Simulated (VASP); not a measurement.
# Bi2TeSe2 (R-3m) in VASP: further runs

Bi2TeSe2 is run at these levels: r2SCAN; tasks: single point.

All numbers are computed with VASP 6.6.1; they aren't measurements. Logs are shortened: lines on timing, memory, paths and dates and some standing lists are left out, and cuts for length are marked.

### Step 1. The cell of the first run

It takes space group R-3m (No. 166, trigonal). The conventional cell has a = 4.058 Å, b = 4.058 Å, c = 29.137 Å, α = 90.00°, β = 90.00°, γ = 120.00°. Within 3.8 Å of Bi (site symmetry 3m) lie 3 Se at 2.87 Å and 3 Te at 3.01 Å. Te (site symmetry -3m) has 6 Bi at 3.01 Å and 6 Te at 4.06 Å and 6 Se at 4.25 Å within 4.3 Å. Within 3.8 Å of Se (site symmetry 3m) lie 3 Bi at 2.87 Å and 3 Se at 3.51 Å.

### Step 2. Single point, r2SCAN (strain -0.030 along x and y, +0.000 along z)

POSCAR

```
Bi2TeSe2
1.0
    2.0287562046      1.1713029409      9.7123300000
   -2.0287562046      1.1713029409      9.7123300000
    0.0000000000     -2.3426058817      9.7123300000
Bi Te Se
2 1 2
Direct
    0.3980600000      0.3980600000      0.3980600000
    0.6019400000      0.6019400000      0.6019400000
    0.0000000000      0.0000000000      0.0000000000
    0.2116000000      0.2116000000      0.2116000000
    0.7884000000      0.7884000000      0.7884000000
```

INCAR.step1

```
PREC = Accurate ; ENCUT = 520
ISMEAR = 0 ; SIGMA = 0.05
LREAL = F ; LASPH = T
NELM = 60 ; NBANDS = 32
GGA = PE ; ALGO = Normal
EDIFF = 1E-4 ; LWAVE = T
LCHARG = F
```

INCAR.step2

```
PREC = Accurate ; ENCUT = 520
EDIFF = 1E-6 ; ISMEAR = 0
SIGMA = 0.05 ; LREAL = F
LASPH = T ; NELM = 60
ALGO = Normal ; ISIF = 2
LWAVE = F ; LCHARG = F
METAGGA = R2SCAN ; LMIXTAU = T
NBANDS = 32 ; ISTART = 1
```

KPOINTS

```
Automatic mesh
0
Gamma
  6 6 6
```

Potentials or basis: VASP PAW PBE potentials, release 64 (Bi_d, Te, Se).

The run is started by

```console
cat potpaw_PBE.64/Bi_d/POTCAR potpaw_PBE.64/Te/POTCAR potpaw_PBE.64/Se/POTCAR > POTCAR
cp INCAR.step1 INCAR
mpirun -np 1 vasp_std > vasp.out
cp INCAR.step2 INCAR
mpirun -np 1 vasp_std > vasp.out
```

OUTCAR:

```text
PREC = Accurate
   ENCUT = 520
   EDIFF = 1E-6
   ISMEAR = 0
   LREAL = F
   LASPH = T
   NELM = 60
   ISIF = 2
   METAGGA = R2SCAN
   ISTART = 1

 ion  position               nearest neighbor table
   1  0.398  0.398  0.398-   5 2.87   5 2.87   5 2.87   3 3.01   3 3.01   3 3.01
   2  0.602  0.602  0.602-   4 2.87   4 2.87   4 2.87   3 3.01   3 3.01   3 3.01
   3  0.000  0.000  0.000-   2 3.01   2 3.01   1 3.01   1 3.01   2 3.01   1 3.01
   4  0.212  0.212  0.212-   2 2.87   2 2.87   2 2.87
   5  0.788  0.788  0.788-   1 2.87   1 2.87   1 2.87

  LATTYP: Found a trigonal (rhomboedric) cell.
 ALAT       =     9.9908536345
 COS(alpha) =     0.9175321781

  Lattice vectors:

 A1 = (   2.0287562046,   1.1713029409,   9.7123300000)
 A2 = (  -2.0287562046,   1.1713029409,   9.7123300000)
 A3 = (   0.0000000000,  -2.3426058817,   9.7123300000)

Analysis of symmetry for initial positions (statically):
=====================================================================
 Subroutine PRICEL returns:
 Original cell was already a primitive cell.

 Routine SETGRP: Setting up the symmetry group for a
 trigonal (rhombohedral) supercell.

 Subroutine GETGRP returns: Found 12 space group operations
 (whereof 12 operations were pure point group operations)
 out of a pool of 12 trial point group operations.

The static configuration has the point symmetry D_3d.

Analysis of symmetry for dynamics (positions and initial velocities):
=====================================================================
 Subroutine PRICEL returns:
 Original cell was already a primitive cell.

 Routine SETGRP: Setting up the symmetry group for a
 trigonal (rhombohedral) supercell.

 Subroutine GETGRP returns: Found 12 space group operations
 (whereof 12 operations were pure point group operations)
 out of a pool of 12 trial point group operations.

The dynamic configuration has the point symmetry D_3d.

 Subroutine INISYM returns: Found 12 space group operations
 (whereof 12 operations are pure point group operations),
 and found     1 'primitive' translations

----------------------------------------------------------------------------------------

                                     Primitive cell

[... 94 lines left out ...]
   ENCUT  =  520.0 eV  38.22 Ry    6.18 a.u.  18.58 18.58 18.58*2*pi/ulx,y,z
   NELM   =     60;   NELMIN=  2; NELMDL=  0     # of ELM steps
   EDIFF  = 0.1E-05   stopping-criterion for ELM
   LREAL  =      F    real-space projection
   EDIFFG = 0.1E-04   stopping-criterion for IOM
   NSW    =      0    number of steps for IOM
   IBRION =     -1    ionic relax: 0-MD 1-quasi-New 2-CG
   NFREE  =      0    steps in history (QN), initial steepest desc. (CG)
   ISIF   =      2    stress and relaxation
   ISYM   =      2    0-nonsym 1-usesym 2-fastsym
   POTIM  = 0.5000    time-step for ionic-motion
   TEBEG  =    0.0;   TEEND  =   0.0 temperature during run
   PSTRESS=    0.0 pullay stress
   NELECT =      48.0000    total number of electrons
   NUPDOWN=      -1.0000    fix difference up-down
   EMIN   =  10.00;   EMAX   =-10.00  energy-range for DOS
   EFERMI =   0.00;   METHOD = LEGACY
   ISMEAR =     0;   SIGMA  =   0.05  broadening in eV -4-tet -1-fermi 0-gaus
   EFERMI_NEDOS =   21; number of points for ismear=-14 and -15
   IALGO  =     38    algorithm
   IMIX   =      4    mixing-type and parameters
     AMIX     =   0.40;   BMIX     =  1.00
     AMIX_MAG =   1.60;   BMIX_MAG =  1.00
  volume/ion in A,a.u.               =      27.70       186.90
  Fermi-wavevector in a.u.,A,eV,Ry     =   1.149999  2.173182 17.993662  1.322497
  Thomas-Fermi vector in A             =   2.286665
   LORBIT       =      0    0 simple, 1 ext, 2 COOP (PROOUT), +10 PAW based schemes
   METAGGA = R2SCAN    functional components
   LHFCALC =     F    Hartree Fock is set to
   AEXX    =    0.0000 exact exchange contribution
   IVDW    =     0    specifies the selected vdW correction
   LEPSILON=     F    determine dielectric tensor
   LRPA    =     F    only Hartree local field effects (RPA)
 non-spin polarized calculation
 Gauss-broadening in eV      SIGMA  =   0.05
  energy-cutoff  :      520.00
  volume of cell :      138.48
 maximum number of plane-waves:      3755
 NGX is ok and might be reduce to    80
   NGX = 37   NGY = 37   NGZ = 37

 number of electron      47.9999997 magnetization

 Free energy of the ion-electron system (eV)
  ---------------------------------------------------
  ext. energy  EPLUGINS =         0.00000000
  ---------------------------------------------------
  free energy    TOTEN  =      -171.91430699 eV

  energy without entropy =     -171.91430699  energy(sigma->0) =     -171.91430699

 E-fermi :   6.5985     XC(G=0): -10.3773

 val. band max:        6.3907423355   @ k =   0.0000   0.0000   0.0000
 cond. band min:       7.2143235751   @ k =   0.0000   0.0000   0.0000
 fundamental gap:      0.8235812397
 Fermi energy:         6.5984922689

 k-point     1 :       0.0000    0.0000    0.0000
  band No.  band energies     occupation
      1     -17.7448      2.00000
      2     -17.7448      2.00000
      3     -17.7385      2.00000
      4     -17.7385      2.00000
      5     -17.7186      2.00000
      6     -17.7146      2.00000
[... 829 lines left out ...]
     31      12.1182      0.00000
     32      12.8391      0.00000

 [... further k-points ...]

------------------------ aborting loop because EDIFF is reached ----------------------------------------

  FORCE on cell =-STRESS in cart. coord.  units (eV):
  Direction    XX          YY          ZZ          XY          YZ          ZX
  --------------------------------------------------------------------------------------
  -------------------------------------------------------------------------------------
  Total        7.7903675      7.7903675      7.2872510      0.0000000      0.0000000      0.0000000
  in kB       90.1352671     90.1352671     84.3141632      0.0000000      0.0000000      0.0000000
  external PRESSURE =      88.1948991 kB  Pullay stress =       0.0000000 kB

 VOLUME and BASIS-vectors are now :
 -----------------------------------------------------------------------------
  energy-cutoff  :      520.00
  volume of cell :      138.48
      direct lattice vectors                 reciprocal lattice vectors
     2.028756205  1.171302941  9.712330000     0.246456424  0.142291683  0.034320635
    -2.028756205  1.171302941  9.712330000    -0.246456424  0.142291683  0.034320635
     0.000000000 -2.342605882  9.712330000     0.000000000 -0.284583366  0.034320635

 POSITION                                       TOTAL-FORCE (eV/Angst)
 -----------------------------------------------------------------------------------
      0.00000      0.00000     11.59827         0.000000      0.000000      2.181947
      0.00000      0.00000     17.53872         0.000000     -0.000000     -2.181947
      0.00000      0.00000      0.00000         0.000000      0.000000      0.000000
      0.00000      0.00000      6.16539         0.000000      0.000000      0.389348
      0.00000      0.00000     22.97160         0.000000     -0.000000     -0.389348
 -----------------------------------------------------------------------------------
    total drift:                               -0.000000     -0.000000     -0.000000

  FREE ENERGIE OF THE ION-ELECTRON SYSTEM (eV)
  ---------------------------------------------------
  free  energy   TOTEN  =      -171.9143069880 eV

  energy  without entropy=     -171.9143069879  energy(sigma->0) =     -171.91430699
```

OUTCAR.step1:

```text
PREC = Accurate
   ENCUT = 520
   ISMEAR = 0
   LREAL = F
[... 1074 lines left out ...]
      0.00000      0.00000     17.53872         0.000000     -0.000000     -1.980620
      0.00000      0.00000      0.00000         0.000000      0.000000      0.000000
      0.00000      0.00000      6.16539         0.000000      0.000000      0.134655
      0.00000      0.00000     22.97160         0.000000     -0.000000     -0.134655
 -----------------------------------------------------------------------------------
    total drift:                               -0.000000     -0.000000     -0.000000

  FREE ENERGIE OF THE ION-ELECTRON SYSTEM (eV)
  ---------------------------------------------------
  free  energy   TOTEN  =       -18.5954762744 eV

  energy  without entropy=      -18.5954762744  energy(sigma->0) =      -18.59547627
```

It took 26 min on 1 thread of Intel Xeon 6975P-C (Granite Rapids), shared host; peak memory 1.2 GiB.

What came out:

```yaml
Free_energy: -171.9143 eV
Pressure: 8.8 GPa
Largest_force: 2.182 eV/Å
Band_gap_on_the_k_mesh: 0.82 eV
```

Forces on the atoms (eV/Å):
```
Bi   0.000  0.000  2.182
Bi   0.000  0.000 -2.182
Te   0.000  0.000  0.000
Se   0.000  0.000  0.389
Se   0.000  0.000 -0.389
```

Caveat: the cell differs from its parent crystal (strain -0.030 along x and y, +0.000 along z); the cell stands under pressure; the PAW data sets were made with another functional, which shifts forces and pressure a little; spin-orbit coupling is left out, which moves the levels of the heavy elements. A k mesh can miss the band edges.

### Step 3. Single point, r2SCAN (strain -0.015 along x and y, -0.030 along z)

Changes to POSCAR since step 2:

```diff
@@ -2,5 +2,5 @@
 1.0
-    2.0287562046      1.1713029409      9.7123300000
-   -2.0287562046      1.1713029409      9.7123300000
-    0.0000000000     -2.3426058817      9.7123300000
+    2.0601287233      1.1894158729      9.4209601000
+   -2.0601287233      1.1894158729      9.4209601000
+    0.0000000000     -2.3788317459      9.4209601000
 Bi Te Se
```

INCAR.step1

```
PREC = Accurate ; ENCUT = 520
ISMEAR = 0 ; SIGMA = 0.05
LREAL = False ; LASPH = True
NELM = 60 ; NBANDS = 32
GGA = PE ; ALGO = Normal
EDIFF = 1E-4 ; LWAVE = True
LCHARG = False
```

INCAR.step2

```
PREC = Accurate ; ENCUT = 520
EDIFF = 1E-7 ; ISMEAR = 0
SIGMA = 0.05 ; LREAL = False
LASPH = True ; NELM = 60
ALGO = Normal ; ISIF = 2
LWAVE = False ; LCHARG = True
METAGGA = R2SCAN ; LMIXTAU = True
LELF = True ; LVHAR = True
NBANDS = 32 ; ISTART = 1
```

KPOINTS is that of step 2.

Potentials or basis: VASP PAW PBE potentials, release 64 (Bi_d, Te, Se).

The run is started by

```console
cat potpaw_PBE.64/Bi_d/POTCAR potpaw_PBE.64/Te/POTCAR potpaw_PBE.64/Se/POTCAR > POTCAR
cp INCAR.step1 INCAR
mpirun -np 1 vasp_std > vasp.out
cp INCAR.step2 INCAR
mpirun -np 1 vasp_std > vasp.out
```

OUTCAR:

```text
PREC = Accurate
   ENCUT = 520
   EDIFF = 1E-7
   ISMEAR = 0
   LREAL = False
   LASPH = True
   NELM = 60
   ISIF = 2
   METAGGA = R2SCAN
   ISTART = 1

 ion  position               nearest neighbor table
   1  0.398  0.398  0.398-   5 2.87   5 2.87   5 2.87   3 3.00   3 3.00   3 3.00
   2  0.602  0.602  0.602-   4 2.87   4 2.87   4 2.87   3 3.00   3 3.00   3 3.00
   3  0.000  0.000  0.000-   2 3.00   1 3.00   2 3.00   2 3.00   1 3.00   1 3.00
   4  0.212  0.212  0.212-   2 2.87   2 2.87   2 2.87
   5  0.788  0.788  0.788-   1 2.87   1 2.87   1 2.87

  LATTYP: Found a trigonal (rhomboedric) cell.
 ALAT       =     9.7166521848
 COS(alpha) =     0.9100946790

  Lattice vectors:

 A1 = (   2.0601287233,   1.1894158729,   9.4209601000)
 A2 = (  -2.0601287233,   1.1894158729,   9.4209601000)
 A3 = (   0.0000000000,  -2.3788317459,   9.4209601000)

Analysis of symmetry for initial positions (statically):
=====================================================================
 Subroutine PRICEL returns:
 Original cell was already a primitive cell.

[... 175 lines left out ...]
 E-fermi :   6.5165     XC(G=0): -10.3765

 val. band max:        6.2320414496   @ k =   0.0000   0.0000   0.0000
 cond. band min:       6.9000322087   @ k =   0.0000   0.0000   0.0000
 fundamental gap:      0.6679907591
 Fermi energy:         6.5164534185

 k-point     1 :       0.0000    0.0000    0.0000
  band No.  band energies     occupation
      1     -17.7395      2.00000
      2     -17.7395      2.00000
      3     -17.7321      2.00000
      4     -17.7321      2.00000
      5     -17.7147      2.00000
      6     -17.7111      2.00000
[... 829 lines left out ...]
     31      12.2989      0.00000
     32      12.9172      0.00000

 [... further k-points ...]

------------------------ aborting loop because EDIFF is reached ----------------------------------------

  FORCE on cell =-STRESS in cart. coord.  units (eV):
  Direction    XX          YY          ZZ          XY          YZ          ZX
  --------------------------------------------------------------------------------------
  -------------------------------------------------------------------------------------
  Total        7.3773855      7.3773855      8.4382176      0.0000000     -0.0000000      0.0000000
  in kB       85.3372337     85.3372337     97.6083111      0.0000000     -0.0000000      0.0000000
  external PRESSURE =      89.4275928 kB  Pullay stress =       0.0000000 kB

 VOLUME and BASIS-vectors are now :
 -----------------------------------------------------------------------------
  energy-cutoff  :      520.00
  volume of cell :      138.51
      direct lattice vectors                 reciprocal lattice vectors
     2.060128723  1.189415873  9.420960100     0.242703281  0.140124805  0.035382098
    -2.060128723  1.189415873  9.420960100    -0.242703281  0.140124805  0.035382098
     0.000000000 -2.378831746  9.420960100     0.000000000 -0.280249609  0.035382098

 POSITION                                       TOTAL-FORCE (eV/Angst)
 -----------------------------------------------------------------------------------
      0.00000     -0.00000     11.25032        -0.000000     -0.000000      2.148775
      0.00000     -0.00000     17.01256        -0.000000      0.000000     -2.148775
      0.00000      0.00000      0.00000         0.000000      0.000000      0.000000
      0.00000     -0.00000      5.98043        -0.000000     -0.000000      0.228681
      0.00000     -0.00000     22.28245        -0.000000      0.000000     -0.228681
 -----------------------------------------------------------------------------------
    total drift:                               -0.000000      0.000000     -0.000000

  FREE ENERGIE OF THE ION-ELECTRON SYSTEM (eV)
  ---------------------------------------------------
  free  energy   TOTEN  =      -171.9068086614 eV

  energy  without entropy=     -171.9068086614  energy(sigma->0) =     -171.90680866
```

OUTCAR.step1:

```text
PREC = Accurate
   ENCUT = 520
   ISMEAR = 0
   LREAL = False
   LASPH = True
[... 1072 lines left out ...]
      0.00000     -0.00000     17.01256         0.000000      0.000000     -1.948631
      0.00000      0.00000      0.00000         0.000000      0.000000     -0.000000
      0.00000     -0.00000      5.98043         0.000000      0.000000     -0.016199
      0.00000     -0.00000     22.28245         0.000000     -0.000000      0.016199
 -----------------------------------------------------------------------------------
    total drift:                               -0.000000      0.000000     -0.000000

  FREE ENERGIE OF THE ION-ELECTRON SYSTEM (eV)
  ---------------------------------------------------
  free  energy   TOTEN  =       -18.5882980256 eV

  energy  without entropy=      -18.5882980256  energy(sigma->0) =      -18.58829803
```

OSZICAR.step1:

```text
N       E                     dE             d eps       ncg     rms          rms(c)
DAV:   1     0.471975645412E+03    0.47198E+03   -0.22408E+04  2048   0.154E+03
DAV:   2     0.354523210663E+02   -0.43652E+03   -0.41840E+03  2096   0.415E+02
DAV:   3    -0.169214882125E+02   -0.52374E+02   -0.49710E+02  2696   0.150E+02
DAV:   4    -0.191780746834E+02   -0.22566E+01   -0.22422E+01  2368   0.324E+01
DAV:   5    -0.192688074235E+02   -0.90733E-01   -0.90720E-01  3096   0.670E+00    0.693E+00
DAV:   6    -0.185704082396E+02    0.69840E+00   -0.64389E-01  2800   0.775E+00    0.480E+00
DAV:   7    -0.185839918226E+02   -0.13584E-01   -0.43250E-01  2224   0.259E+00    0.315E+00
DAV:   8    -0.185897516030E+02   -0.57598E-02   -0.63946E-02  2720   0.131E+00    0.499E-01
DAV:   9    -0.185881378078E+02    0.16138E-02   -0.28201E-03  2312   0.458E-01    0.312E-01
DAV:  10    -0.185883202101E+02   -0.18240E-03   -0.25418E-03  2168   0.233E-01    0.869E-02
DAV:  11    -0.185882980256E+02    0.22185E-04   -0.26058E-04  2008   0.129E-01
   1 F= -.18588298E+02 E0= -.18588298E+02  d E =-.148512E-10
```

Wall time 22 min (1 thread of Intel Xeon 6975P-C (Granite Rapids), shared host); peak memory 0.93 GiB.

What came out:

| Property | Result |
| --- | --- |
| Free energy | -171.9068 eV |
| Pressure | 8.9 GPa |
| Largest force | 2.149 eV/Å |
| Band gap on the k mesh | 0.67 eV |

Forces on the atoms (eV/Å):
```
Bi   0.000  0.000  2.149
Bi   0.000  0.000 -2.149
Te   0.000  0.000  0.000
Se   0.000  0.000  0.229
Se   0.000  0.000 -0.229
```

Levels at points of the mesh, in eV from the valence-band top:
```tsv
k point	band 21	band 22	band 23	band 24	band 25	band 26	band 27	band 28
(0.00, 0.00, 0.00)	-1.93	-1.27	-1.27	0.00	0.67	0.96	0.96	2.43
(0.50, 0.00, 0.00)	-3.14	-2.39	-1.28	-0.52	1.09	1.55	3.17	3.54
(0.50, 0.50, 0.00)	-2.03	-1.98	-1.88	-0.93	1.60	2.05	2.25	3.25
(0.50, 0.50, 0.50)	-1.56	-1.56	-1.29	-0.38	1.06	1.27	1.27	2.19
```

Caveat: the cell differs from its parent crystal (strain -0.015 along x and y, -0.030 along z); the cell stands under pressure; the PAW data sets were made with another functional, which shifts forces and pressure a little; spin-orbit coupling is left out, which moves the levels of the heavy elements.
